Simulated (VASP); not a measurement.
# Al (I4/mmm) in VASP: notebook, part 2 of 2

VASP 6.6.1. The steps go on from the part before.

**3. Single point, PBE+D3(BJ) (14.94 Å³/atom)**

This run uses another cell than the first one, of 14.94 Å³/atom.

INCAR reads:

```
PREC = Accurate ; ENCUT = 520
EDIFF = 1E-6 ; ISMEAR = 0
SIGMA = 0.15 ; LREAL = F
LASPH = T ; NELM = 60
ALGO = Normal ; ISIF = 2
LWAVE = F ; LCHARG = T
GGA = PE ; IVDW = 12
LELF = T ; LVHAR = T
NBANDS = 8
```

KPOINTS reads:

```
regular mesh
0
Gamma
  22 22 22
```

POSCAR reads:

```
Al
1.0
    0.0000000000      2.0582695073      1.7637311408
    2.0582695073      0.0000000000      1.7637311408
    2.0582695073      2.0582695073      0.0000000000
Al
1
Direct
    0.0000000000      0.0000000000      0.0000000000
```

Potentials or basis: VASP PAW PBE potentials, release 64 (Al).

Launch:

```console
$ cat potpaw_PBE.64/Al/POTCAR > POTCAR
$ mpirun -np 1 vasp_std > vasp.out
```

OUTCAR:

```text
PREC = Accurate
   ENCUT = 520
   EDIFF = 1E-6
   ISMEAR = 0
   LREAL = F
   LASPH = T
   NELM = 60
   ISIF = 2
   GGA = PE
   IVDW = 12
 IVDW          = 12

 ion  position               nearest neighbor table
   1  0.000  0.000  0.000-

  LATTYP: Found a body centered tetragonal cell.
 ALAT       =     2.9108326522
 C/A-ratio  =     1.2118396016

  Lattice vectors:

 A1 = (   0.0000000000,  -2.0582695073,  -1.7637311408)
 A2 = (   0.0000000000,   2.0582695073,  -1.7637311408)
 A3 = (   2.0582695073,   0.0000000000,   1.7637311408)

Analysis of symmetry for initial positions (statically):
=====================================================================
 Subroutine PRICEL returns:
 Original cell was already a primitive cell.

 Routine SETGRP: Setting up the symmetry group for a
 body centered tetragonal supercell.

 Subroutine GETGRP returns: Found 16 space group operations
 (whereof 16 operations were pure point group operations)
 out of a pool of 16 trial point group operations.

The static configuration has the point symmetry D_4h.

Analysis of symmetry for dynamics (positions and initial velocities):
=====================================================================
 Subroutine PRICEL returns:
 Original cell was already a primitive cell.

 Routine SETGRP: Setting up the symmetry group for a
 body centered tetragonal supercell.

 Subroutine GETGRP returns: Found 16 space group operations
 (whereof 16 operations were pure point group operations)
 out of a pool of 16 trial point group operations.

The dynamic configuration has the point symmetry D_4h.

 Subroutine INISYM returns: Found 16 space group operations
 (whereof 16 operations are pure point group operations),
 and found     1 'primitive' translations

----------------------------------------------------------------------------------------

                                     Primitive cell

  volume of cell :      14.9440

  direct lattice vectors                    reciprocal lattice vectors
     0.000000000  2.058269507  1.763731141    -0.242922512  0.242922512  0.283489920
     2.058269507  0.000000000  1.763731141     0.242922512 -0.242922512  0.283489920
     2.058269507  2.058269507  0.000000000     0.242922512  0.242922512 -0.283489920

  length of vectors
     2.710575751  2.710575751  2.910832652     0.445409058  0.445409058  0.445409058

  position of ions in fractional coordinates (direct lattice)
     0.000000000  0.000000000  0.000000000

  ion indices of the primitive-cell ions
   primitive index   ion index
                 1           1

----------------------------------------------------------------------------------------

 KPOINTS: regular mesh

Automatic generation of k-mesh.
 Grid dimensions read from file:
 generate k-points for:   22   22   22

 Generating k-lattice:

  Cartesian coordinates                     Fractional coordinates (reciprocal lattice)
    -0.011041932  0.011041932  0.012885905     0.045454545  0.000000000  0.000000000
     0.011041932 -0.011041932  0.012885905     0.000000000  0.045454545  0.000000000
     0.011041932  0.011041932 -0.012885905     0.000000000  0.000000000  0.045454545

  Length of vectors
     0.020245866  0.020245866  0.020245866

  Shift w.r.t. Gamma in fractional coordinates (k-lattice)
     0.000000000  0.000000000  0.000000000

 Subroutine IBZKPT returns following result:
 ===========================================

 Found    834 irreducible k-points:

 Following reciprocal coordinates:
            Coordinates               Weight
  0.000000  0.000000  0.000000      1.000000
  0.045455 -0.000000  0.000000      8.000000
  0.090909 -0.000000  0.000000      8.000000
  0.136364  0.000000  0.000000      8.000000
  0.181818 -0.000000  0.000000      8.000000
  0.227273 -0.000000  0.000000      8.000000
[... 16 lines left out ...]
  0.500000  0.045455  0.000000      8.000000
 -0.454545  0.045455  0.000000      8.000000
 [... further k-points ...]
   k-points           NKPTS =    834   k-points in BZ     NKDIM =    834   number of bands    NBANDS=      8
   number of dos      NEDOS =    301   number of ions     NIONS =      1
   total plane-waves  NPLWV =   9600
   dimension x,y,z NGX =    20 NGY =   20 NGZ =   24
   dimension x,y,z NGXF=    40 NGYF=   40 NGZF=   48
   ions per type =               1
   NGX,Y,Z   is equivalent  to a cutoff of  12.27, 12.27, 13.71 a.u.
   NGXF,Y,Z  is equivalent  to a cutoff of  24.53, 24.53, 27.41 a.u.
 SYSTEM =  unknown system
   PREC   = accura    normal or accurate (medium, high low for compatibility)
   ISTART =      0    job   : 0-new  1-cont  2-samecut
   ICHARG =      2    charge: 1-file 2-atom 10-const
   ISPIN  =      1    spin polarized calculation?
   LNONCOLLINEAR =      F non collinear calculations
   LSORBIT =      F    spin-orbit coupling
   LASPH  =      T    aspherical Exc in radial PAW
   ENCUT  =  520.0 eV  38.22 Ry    6.18 a.u.   5.04  5.04  5.41*2*pi/ulx,y,z
   NELM   =     60;   NELMIN=  2; NELMDL= -5     # of ELM steps
   EDIFF  = 0.1E-05   stopping-criterion for ELM
   LREAL  =      F    real-space projection
   EDIFFG = 0.1E-04   stopping-criterion for IOM
   NSW    =      0    number of steps for IOM
   IBRION =     -1    ionic relax: 0-MD 1-quasi-New 2-CG
   NFREE  =      0    steps in history (QN), initial steepest desc. (CG)
   ISIF   =      2    stress and relaxation
   ISYM   =      2    0-nonsym 1-usesym 2-fastsym
   POTIM  = 0.5000    time-step for ionic-motion
   TEBEG  =    0.0;   TEEND  =   0.0 temperature during run
   PSTRESS=    0.0 pullay stress
   NELECT =       3.0000    total number of electrons
   NUPDOWN=      -1.0000    fix difference up-down
   EMIN   =  10.00;   EMAX   =-10.00  energy-range for DOS
   EFERMI =   0.00;   METHOD = LEGACY
   ISMEAR =     0;   SIGMA  =   0.15  broadening in eV -4-tet -1-fermi 0-gaus
   EFERMI_NEDOS =   21; number of points for ismear=-14 and -15
   IALGO  =     38    algorithm
   IMIX   =      4    mixing-type and parameters
     AMIX     =   0.40;   BMIX     =  1.00
     AMIX_MAG =   1.60;   BMIX_MAG =  1.00
  volume/ion in A,a.u.               =      14.94       100.85
  Fermi-wavevector in a.u.,A,eV,Ry     =   0.958575  1.811445 12.501943  0.918867
  Thomas-Fermi vector in A             =   2.087695
   LORBIT       =      0    0 simple, 1 ext, 2 COOP (PROOUT), +10 PAW based schemes
   GGA     = PE    functional components
   LHFCALC =     F    Hartree Fock is set to
   AEXX    =    0.0000 exact exchange contribution
   IVDW    =    12    specifies the selected vdW correction
   LEPSILON=     F    determine dielectric tensor
   LRPA    =     F    only Hartree local field effects (RPA)
 non-spin polarized calculation
 Gauss-broadening in eV      SIGMA  =   0.15
  energy-cutoff  :      520.00
  volume of cell :       14.94
 maximum number of plane-waves:       426
   NGX = 11   NGY = 11   NGZ = 11

 number of electron       3.0000000 magnetization

 Free energy of the ion-electron system (eV)
  ---------------------------------------------------
  ext. energy  EPLUGINS =         0.00000000
  ---------------------------------------------------
  free energy    TOTEN  =        -3.65419168 eV

  energy without entropy =       -3.64982719  energy(sigma->0) =       -3.65200943

 E-fermi :   9.0491     XC(G=0): -10.5620

 val. band max:        9.0443499968   @ k =  -0.3636   0.0455   0.4091
 cond. band min:       9.0525202605   @ k =  -0.2727   0.0000   0.2727
 fundamental gap:      0.0081702637
 Fermi energy:         9.0490838363

 k-point     1 :       0.0000    0.0000    0.0000
  band No.  band energies     occupation
      1      -2.7619      2.00000
      2      22.0496      0.00000
      3      22.0496      0.00000
      4      23.6832      0.00000
      5      24.4247      0.00000
      6      24.9090      0.00000
      7      24.9090      0.00000
      8      26.4431      0.00000
[... 243 lines left out ...]
 k-point    24 :      -0.4545    0.0455    0.0000
  band No.  band energies     occupation
      1       3.4266      2.00000
      2       5.5486      2.00000
      3      18.6370      0.00000
      4      20.5479      0.00000
      5      20.9419      0.00000
      6      21.9599      0.00000
      7      25.4641      0.00000
      8      30.0328      0.00000

 [... further k-points ...]

------------------------ aborting loop because EDIFF is reached ----------------------------------------

 Edisp (eV)   -0.37266

 E8    (eV) :    -0.1668

  FORCE on cell =-STRESS in cart. coord.  units (eV):
  Direction    XX          YY          ZZ          XY          YZ          ZX
  --------------------------------------------------------------------------------------
  -------------------------------------------------------------------------------------
  Total       0.31568     0.31568     1.18921     0.00000     0.00000    -0.00000
  in kB      33.84431    33.84431   127.49784     0.00000     0.00000    -0.00000
  external pressure =       65.06 kB  Pullay stress =        0.00 kB

 VOLUME and BASIS-vectors are now :
 -----------------------------------------------------------------------------
  energy-cutoff  :      520.00
  volume of cell :       14.94
      direct lattice vectors                 reciprocal lattice vectors
     0.000000000  2.058269507  1.763731141    -0.242922512  0.242922512  0.283489920
     2.058269507  0.000000000  1.763731141     0.242922512 -0.242922512  0.283489920
     2.058269507  2.058269507  0.000000000     0.242922512  0.242922512 -0.283489920

 POSITION                                       TOTAL-FORCE (eV/Angst)
 -----------------------------------------------------------------------------------
      0.00000      0.00000      0.00000         0.000000      0.000000     -0.000000
 -----------------------------------------------------------------------------------
    total drift:                               -0.000000      0.000000      0.000000

  FREE ENERGIE OF THE ION-ELECTRON SYSTEM (eV)
  ---------------------------------------------------
  free  energy   TOTEN  =        -4.0268553346 eV

  energy  without entropy=       -4.0224908390  energy(sigma->0) =       -4.02467309
```

OSZICAR:

```text
N       E                     dE             d eps       ncg     rms          rms(c)
DAV:   1    -0.223312760578E+01   -0.22331E+01   -0.88869E+02 13416   0.205E+02
DAV:   2    -0.367304187293E+01   -0.14399E+01   -0.14117E+01 18752   0.194E+01
DAV:   3    -0.367955472061E+01   -0.65128E-02   -0.65091E-02 16968   0.145E+00
DAV:   4    -0.367957160095E+01   -0.16880E-04   -0.16879E-04 20248   0.618E-02
DAV:   5    -0.367957164820E+01   -0.47255E-07   -0.48008E-07 17312   0.188E-03    0.146E+00
DAV:   6    -0.366472935859E+01    0.14842E-01   -0.13897E-03 16560   0.171E-01    0.847E-01
DAV:   7    -0.365419733176E+01    0.10532E-01   -0.42353E-03 16408   0.280E-01    0.163E-01
DAV:   8    -0.365419343246E+01    0.38993E-05   -0.15416E-05 19264   0.278E-02    0.291E-02
DAV:   9    -0.365419186811E+01    0.15644E-05   -0.62111E-07 17672   0.382E-03    0.682E-04
DAV:  10    -0.365419168119E+01    0.18692E-06   -0.34415E-09 11632   0.443E-04
   1 F= -.40268553E+01 E0= -.40246731E+01  d E =-.436450E-02
```

Run time: 34 s. Hardware: 1 thread of Intel Xeon Platinum 8559C (Emerald Rapids), shared host; peak memory 0.2 GiB.

What came out:

```yaml
Free_energy: -4.0269 eV
Pressure: 6.5 GPa
Band_gap_on_the_k_mesh: zero (an odd number of electrons rules out a gap without spin polarisation)
Dispersion_energy_per_atom: -0.373 eV
```

Stress tensor (GPa, compression positive):
```
 3.38  0.00  0.00
 0.00  3.38  0.00
 0.00  0.00 12.75
```

Caveat: the cell stands under pressure.
